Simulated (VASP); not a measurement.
# BN (F-43m) in VASP: further runs, part 2 of 2

VASP 6.6.1. The steps go on from the part before.

**3. Single point, PBE (volume 6.382 Å^3 an atom, c/a of the conventional cell 1.0000)**

File INCAR:

```
ALGO = Normal ; EDIFF = 1E-6
ENCUT = 520 ; GGA = PE
ISIF = 2 ; ISMEAR = 0
LASPH = True ; LCHARG = False
LREAL = False ; LWAVE = False
NBANDS = 11 ; NELM = 60
PREC = Accurate ; SIGMA = 0.05
```

File KPOINTS:

```
k-points
0
Gamma
  12 12 12
```

File POSCAR:

```
BN
1.0
    0.0000000000      1.8548933033      1.8548933033
    1.8548933033      0.0000000000      1.8548933033
    1.8548933033      1.8548933033      0.0000000000
B N
1 1
Direct
    0.0000000000      0.0000000000      0.0000000000
    0.7500000000      0.7500000000      0.7500000000
```

Potentials or basis: VASP PAW PBE potentials, release 64 (B, N).

Command:

```console
$ cat potpaw_PBE.64/B/POTCAR potpaw_PBE.64/N/POTCAR > POTCAR
$ mpirun -np 1 vasp_std > vasp.out
```

OUTCAR:

```text
EDIFF = 1E-6
   ENCUT = 520
   GGA = PE
   ISIF = 2
   ISMEAR = 0
   LASPH = True
   LREAL = False
   NELM = 60
   PREC = Accurate

 ion  position               nearest neighbor table
   1  0.000  0.000  0.000-   2 1.61   2 1.61   2 1.61   2 1.61
   2  0.750  0.750  0.750-   1 1.61   1 1.61   1 1.61   1 1.61

  LATTYP: Found a face centered cubic cell.
 ALAT       =     3.7097866066

  Lattice vectors:

 A1 = (   0.0000000000,   1.8548933033,   1.8548933033)
 A2 = (   1.8548933033,   0.0000000000,   1.8548933033)
 A3 = (   1.8548933033,   1.8548933033,   0.0000000000)

Analysis of symmetry for initial positions (statically):
=====================================================================
 Subroutine PRICEL returns:
 Original cell was already a primitive cell.

 Routine SETGRP: Setting up the symmetry group for a
 face centered cubic supercell.

 Subroutine GETGRP returns: Found 24 space group operations
 (whereof 24 operations were pure point group operations)
 out of a pool of 48 trial point group operations.

The static configuration has the point symmetry T_d .

Analysis of symmetry for dynamics (positions and initial velocities):
=====================================================================
 Subroutine PRICEL returns:
 Original cell was already a primitive cell.

 Routine SETGRP: Setting up the symmetry group for a
 face centered cubic supercell.

 Subroutine GETGRP returns: Found 24 space group operations
 (whereof 24 operations were pure point group operations)
 out of a pool of 48 trial point group operations.

The dynamic configuration has the point symmetry T_d .

 Subroutine INISYM returns: Found 24 space group operations
 (whereof 24 operations are pure point group operations),
 and found     1 'primitive' translations

----------------------------------------------------------------------------------------

                                     Primitive cell

  volume of cell :      12.7640

  direct lattice vectors                    reciprocal lattice vectors
     0.000000000  1.854893303  1.854893303    -0.269557283  0.269557283  0.269557283
     1.854893303  0.000000000  1.854893303     0.269557283 -0.269557283  0.269557283
     1.854893303  1.854893303  0.000000000     0.269557283  0.269557283 -0.269557283

  length of vectors
     2.623215266  2.623215266  2.623215266     0.466886911  0.466886911  0.466886911

  position of ions in fractional coordinates (direct lattice)
     0.000000000  0.000000000  0.000000000
     0.750000000  0.750000000  0.750000000

  ion indices of the primitive-cell ions
   primitive index   ion index
                 1           1
                 2           2

----------------------------------------------------------------------------------------

 KPOINTS: k-points

Automatic generation of k-mesh.
 Grid dimensions read from file:
 generate k-points for:   12   12   12

 Generating k-lattice:

  Cartesian coordinates                     Fractional coordinates (reciprocal lattice)
    -0.022463107  0.022463107  0.022463107     0.083333333  0.000000000  0.000000000
     0.022463107 -0.022463107  0.022463107     0.000000000  0.083333333  0.000000000
     0.022463107  0.022463107 -0.022463107     0.000000000  0.000000000  0.083333333

  Length of vectors
     0.038907243  0.038907243  0.038907243

  Shift w.r.t. Gamma in fractional coordinates (k-lattice)
     0.000000000  0.000000000  0.000000000

 Subroutine IBZKPT returns following result:
 ===========================================

 Found     72 irreducible k-points:

 Following reciprocal coordinates:
            Coordinates               Weight
  0.000000  0.000000  0.000000      1.000000
  0.083333  0.000000  0.000000      8.000000
  0.166667  0.000000  0.000000      8.000000
  0.250000  0.000000  0.000000      8.000000
  0.333333  0.000000  0.000000      8.000000
  0.416667  0.000000  0.000000      8.000000
[... 16 lines left out ...]
  0.500000  0.166667  0.000000     24.000000
 -0.416667  0.166667  0.000000     24.000000
 [... further k-points ...]
   k-points           NKPTS =     72   k-points in BZ     NKDIM =     72   number of bands    NBANDS=     11
   number of dos      NEDOS =    301   number of ions     NIONS =      2
   total plane-waves  NPLWV =   8000
   dimension x,y,z NGX =    20 NGY =   20 NGZ =   20
   dimension x,y,z NGXF=    40 NGYF=   40 NGZF=   40
   ions per type =               1   1
   NGX,Y,Z   is equivalent  to a cutoff of  12.67, 12.67, 12.67 a.u.
   NGXF,Y,Z  is equivalent  to a cutoff of  25.35, 25.35, 25.35 a.u.
 SYSTEM =  unknown system
   PREC   = accura    normal or accurate (medium, high low for compatibility)
   ISTART =      0    job   : 0-new  1-cont  2-samecut
   ICHARG =      2    charge: 1-file 2-atom 10-const
   ISPIN  =      1    spin polarized calculation?
   LNONCOLLINEAR =      F non collinear calculations
   LSORBIT =      F    spin-orbit coupling
   LASPH  =      T    aspherical Exc in radial PAW
   ENCUT  =  520.0 eV  38.22 Ry    6.18 a.u.   4.88  4.88  4.88*2*pi/ulx,y,z
   NELM   =     60;   NELMIN=  2; NELMDL= -5     # of ELM steps
   EDIFF  = 0.1E-05   stopping-criterion for ELM
   LREAL  =      F    real-space projection
   EDIFFG = 0.1E-04   stopping-criterion for IOM
   NSW    =      0    number of steps for IOM
   IBRION =     -1    ionic relax: 0-MD 1-quasi-New 2-CG
   NFREE  =      0    steps in history (QN), initial steepest desc. (CG)
   ISIF   =      2    stress and relaxation
   ISYM   =      2    0-nonsym 1-usesym 2-fastsym
   POTIM  = 0.5000    time-step for ionic-motion
   TEBEG  =    0.0;   TEEND  =   0.0 temperature during run
   PSTRESS=    0.0 pullay stress
   NELECT =       8.0000    total number of electrons
   NUPDOWN=      -1.0000    fix difference up-down
   EMIN   =  10.00;   EMAX   =-10.00  energy-range for DOS
   EFERMI =   0.00;   METHOD = LEGACY
   ISMEAR =     0;   SIGMA  =   0.05  broadening in eV -4-tet -1-fermi 0-gaus
   EFERMI_NEDOS =   21; number of points for ismear=-14 and -15
   IALGO  =     38    algorithm
   IMIX   =      4    mixing-type and parameters
     AMIX     =   0.40;   BMIX     =  1.00
     AMIX_MAG =   1.60;   BMIX_MAG =  1.00
  volume/ion in A,a.u.               =       6.38        43.07
  Fermi-wavevector in a.u.,A,eV,Ry     =   1.401014  2.647533 26.706073  1.962841
  Thomas-Fermi vector in A             =   2.523918
   LORBIT       =      0    0 simple, 1 ext, 2 COOP (PROOUT), +10 PAW based schemes
   GGA     = PE    functional components
   LHFCALC =     F    Hartree Fock is set to
   AEXX    =    0.0000 exact exchange contribution
   IVDW    =     0    specifies the selected vdW correction
   LEPSILON=     F    determine dielectric tensor
   LRPA    =     F    only Hartree local field effects (RPA)
 non-spin polarized calculation
 Gauss-broadening in eV      SIGMA  =   0.05
  energy-cutoff  :      520.00
  volume of cell :       12.76
 maximum number of plane-waves:       360
   NGX =  9   NGY =  9   NGZ =  9

 number of electron       8.0000003 magnetization

 Free energy of the ion-electron system (eV)
  ---------------------------------------------------
  ext. energy  EPLUGINS =         0.00000000
  ---------------------------------------------------
  free energy    TOTEN  =       -17.38882308 eV

  energy without entropy =      -17.38882308  energy(sigma->0) =      -17.38882308

 E-fermi :   6.7560     XC(G=0): -12.4426

 val. band max:        6.4764139416   @ k =   0.0000   0.0000   0.0000
 cond. band min:      10.8491808280   @ k =   0.5000   0.5000   0.0000
 fundamental gap:      4.3727668865
 Fermi energy:         6.7560397498

 k-point     1 :       0.0000    0.0000    0.0000
  band No.  band energies     occupation
      1     -12.8984      2.00000
      2       6.4764      2.00000
      3       6.4764      2.00000
      4       6.4764      2.00000
      5      14.9275      0.00000
      6      14.9275      0.00000
      7      14.9275      0.00000
      8      15.5917      0.00000
      9      29.8017      0.00000
     10      33.3167      0.00000
     11      33.3167      0.00000
[... 309 lines left out ...]
 k-point    24 :      -0.4167    0.1667    0.0000
  band No.  band energies     occupation
      1      -8.7047      2.00000
      2      -2.8768      2.00000
      3       2.6055      2.00000
      4       4.1033      2.00000
      5      15.3736      0.00000
      6      17.7493      0.00000
      7      18.1386      0.00000
      8      21.1748      0.00000
      9      26.6026      0.00000
     10      30.8875      0.00000
     11      31.6484      0.00000

 [... further k-points ...]

------------------------ aborting loop because EDIFF is reached ----------------------------------------

  FORCE on cell =-STRESS in cart. coord.  units (eV):
  Direction    XX          YY          ZZ          XY          YZ          ZX
  --------------------------------------------------------------------------------------
  -------------------------------------------------------------------------------------
  Total       -1.8072671     -1.8072671     -1.8072671      0.0000000      0.0000000      0.0000000
  in kB     -226.8538320   -226.8538320   -226.8538320      0.0000000      0.0000000      0.0000000
  external PRESSURE =    -226.8538320 kB  Pullay stress =       0.0000000 kB

 VOLUME and BASIS-vectors are now :
 -----------------------------------------------------------------------------
  energy-cutoff  :      520.00
  volume of cell :       12.76
      direct lattice vectors                 reciprocal lattice vectors
     0.000000000  1.854893303  1.854893303    -0.269557283  0.269557283  0.269557283
     1.854893303  0.000000000  1.854893303     0.269557283 -0.269557283  0.269557283
     1.854893303  1.854893303  0.000000000     0.269557283  0.269557283 -0.269557283

 POSITION                                       TOTAL-FORCE (eV/Angst)
 -----------------------------------------------------------------------------------
      0.00000      0.00000      0.00000         0.000000      0.000000      0.000000
      2.78234      2.78234      2.78234        -0.000000     -0.000000     -0.000000
 -----------------------------------------------------------------------------------
    total drift:                                0.000000      0.000000     -0.000000

  FREE ENERGIE OF THE ION-ELECTRON SYSTEM (eV)
  ---------------------------------------------------
  free  energy   TOTEN  =       -17.3888230793 eV

  energy  without entropy=      -17.3888230793  energy(sigma->0) =      -17.38882308
```

OSZICAR:

```text
N       E                     dE             d eps       ncg     rms          rms(c)
DAV:   1     0.869992751070E+01    0.86999E+01   -0.49291E+03  1632   0.718E+02
DAV:   2    -0.177477624443E+02   -0.26448E+02   -0.25660E+02  1946   0.158E+02
DAV:   3    -0.182424843072E+02   -0.49472E+00   -0.49363E+00  1866   0.184E+01
DAV:   4    -0.182432570651E+02   -0.77276E-03   -0.77275E-03  1698   0.743E-01
DAV:   5    -0.182432577991E+02   -0.73403E-06   -0.73403E-06  1839   0.239E-02    0.629E+00
DAV:   6    -0.174500320868E+02    0.79323E+00   -0.30824E+00  1677   0.973E+00    0.301E+00
DAV:   7    -0.174004225643E+02    0.49610E-01   -0.76220E-02  1731   0.237E+00    0.182E+00
DAV:   8    -0.173886168248E+02    0.11806E-01   -0.32088E-02  1757   0.128E+00    0.155E-01
DAV:   9    -0.173887187969E+02   -0.10197E-03   -0.11387E-03  1677   0.253E-01    0.761E-02
DAV:  10    -0.173888168441E+02   -0.98047E-04   -0.13414E-04  1717   0.989E-02    0.143E-02
DAV:  11    -0.173888230542E+02   -0.62101E-05   -0.11395E-05  1804   0.272E-02    0.105E-02
DAV:  12    -0.173888230793E+02   -0.25095E-07   -0.18436E-06   942   0.921E-03
   1 F= -.17388823E+02 E0= -.17388823E+02  d E =-.127891E-17
```

It took 6 s on 1 thread of AMD EPYC 9R14 (Zen 4), shared host; peak memory 0.09 GiB.

Results:

```yaml
Free_energy: -17.3888 eV
Pressure: -22.7 GPa
Band_gap_on_the_k_mesh: 4.37 eV, indirect (least direct gap 8.45 eV)
```

 A k mesh can miss the band edges.

**4. Single point, PBE (volume 6.096 Å^3 an atom, c/a of the conventional cell 1.0000)**

File INCAR:

```
PREC = Accurate
ENCUT = 520
EDIFF = 1E-6
ISMEAR = 0
SIGMA = 0.05
LREAL = F
LASPH = T
NELM = 100
ALGO = Normal
ISIF = 2
LWAVE = F
LCHARG = T
GGA = PE
LELF = T
LVHAR = T
NBANDS = 11
```

File KPOINTS:

```
Automatic mesh
0
Gamma
  12 12 12
```

File POSCAR:

```
BN
1.0
    0.0000000000      1.8267606703      1.8267606703
    1.8267606703      0.0000000000      1.8267606703
    1.8267606703      1.8267606703      0.0000000000
B N
1 1
Direct
    0.0000000000      0.0000000000      0.0000000000
    0.7500000000      0.7500000000      0.7500000000
```

Potentials or basis: VASP PAW PBE potentials, release 64 (B, N).

Command:

```console
$ cat potpaw_PBE.64/B/POTCAR potpaw_PBE.64/N/POTCAR > POTCAR
$ mpirun -np 1 vasp_std > vasp.out
```

OUTCAR:

```text
PREC = Accurate
   ENCUT = 520
   EDIFF = 1E-6
   ISMEAR = 0
   LREAL = F
   LASPH = T
   NELM = 100
   ISIF = 2
   GGA = PE

 ion  position               nearest neighbor table
   1  0.000  0.000  0.000-   2 1.58   2 1.58   2 1.58   2 1.58
   2  0.750  0.750  0.750-   1 1.58   1 1.58   1 1.58   1 1.58

  LATTYP: Found a face centered cubic cell.
 ALAT       =     3.6535213406

  Lattice vectors:

 A1 = (   0.0000000000,   1.8267606703,   1.8267606703)
 A2 = (   1.8267606703,   0.0000000000,   1.8267606703)
 A3 = (   1.8267606703,   1.8267606703,   0.0000000000)

Analysis of symmetry for initial positions (statically):
=====================================================================
 Subroutine PRICEL returns:
 Original cell was already a primitive cell.

 Routine SETGRP: Setting up the symmetry group for a
 face centered cubic supercell.

 Subroutine GETGRP returns: Found 24 space group operations
 (whereof 24 operations were pure point group operations)
 out of a pool of 48 trial point group operations.

The static configuration has the point symmetry T_d .

Analysis of symmetry for dynamics (positions and initial velocities):
[... 165 lines left out ...]

 k-point     1 :       0.0000    0.0000    0.0000
  band No.  band energies     occupation
      1     -12.8573      2.00000
      2       7.0163      2.00000
      3       7.0163      2.00000
      4       7.0163      2.00000
      5      15.6850      0.00000
      6      15.6850      0.00000
      7      15.6850      0.00000
      8      16.8532      0.00000
      9      31.1761      0.00000
     10      34.4003      0.00000
     11      34.4003      0.00000
[... 309 lines left out ...]
 k-point    24 :      -0.4167    0.1667    0.0000
  band No.  band energies     occupation
      1      -8.4374      2.00000
      2      -2.7115      2.00000
      3       2.9985      2.00000
      4       4.5305      2.00000
      5      16.1646      0.00000
      6      18.8314      0.00000
      7      19.0206      0.00000
      8      22.2954      0.00000
      9      27.6825      0.00000
     10      31.9772      0.00000
     11      33.0665      0.00000

 [... further k-points ...]
[... 5 lines left out ...]
  --------------------------------------------------------------------------------------
  -------------------------------------------------------------------------------------
  Total       -0.6299608     -0.6299608     -0.6299608      0.0000000     -0.0000000      0.0000000
  in kB      -82.7845265    -82.7845265    -82.7845265      0.0000000     -0.0000000      0.0000000
  external PRESSURE =     -82.7845265 kB  Pullay stress =       0.0000000 kB

 VOLUME and BASIS-vectors are now :
 -----------------------------------------------------------------------------
  energy-cutoff  :      520.00
  volume of cell :       12.19
      direct lattice vectors                 reciprocal lattice vectors
     0.000000000  1.826760670  1.826760670    -0.273708542  0.273708542  0.273708542
     1.826760670  0.000000000  1.826760670     0.273708542 -0.273708542  0.273708542
     1.826760670  1.826760670  0.000000000     0.273708542  0.273708542 -0.273708542

 POSITION                                       TOTAL-FORCE (eV/Angst)
 -----------------------------------------------------------------------------------
      0.00000      0.00000      0.00000         0.000000      0.000000      0.000000
      2.74014      2.74014      2.74014        -0.000000     -0.000000     -0.000000
 -----------------------------------------------------------------------------------
    total drift:                               -0.000000     -0.000000     -0.000000

  FREE ENERGIE OF THE ION-ELECTRON SYSTEM (eV)
  ---------------------------------------------------
  free  energy   TOTEN  =       -17.4441597545 eV

  energy  without entropy=      -17.4441597545  energy(sigma->0) =      -17.44415975
```

Run time: 6.2 s. Hardware: 1 thread of AMD EPYC 9R14 (Zen 4), shared host; peak memory 0.09 GiB.

What came out:

```yaml
Free_energy: -17.4442 eV
Pressure: -8.3 GPa
Band_gap_on_the_k_mesh: 4.42 eV, indirect (least direct gap 8.67 eV)
```

 A k mesh can miss the band edges.

**5. Overview**

```tsv
cell	gap on the mesh (eV)	pressure (GPa)
a = 2.521 Å, angles 60.0°, 2 atoms	4.50	20.3
a = 2.623 Å, angles 60.0°, 2 atoms	4.37	-22.7
a = 2.583 Å, angles 60.0°, 2 atoms	4.42	-8.3
```

Alike in all rows: task single point; level PBE; potentials or basis VASP PAW PBE potentials, release 64 (B, N); no spin polarisation; k mesh 12 × 12 × 12; cutoff (eV) 520; smearing gaussian 0.05 eV.

Total energies depend on the potentials used, so only differences within one code and one set of settings carry meaning.
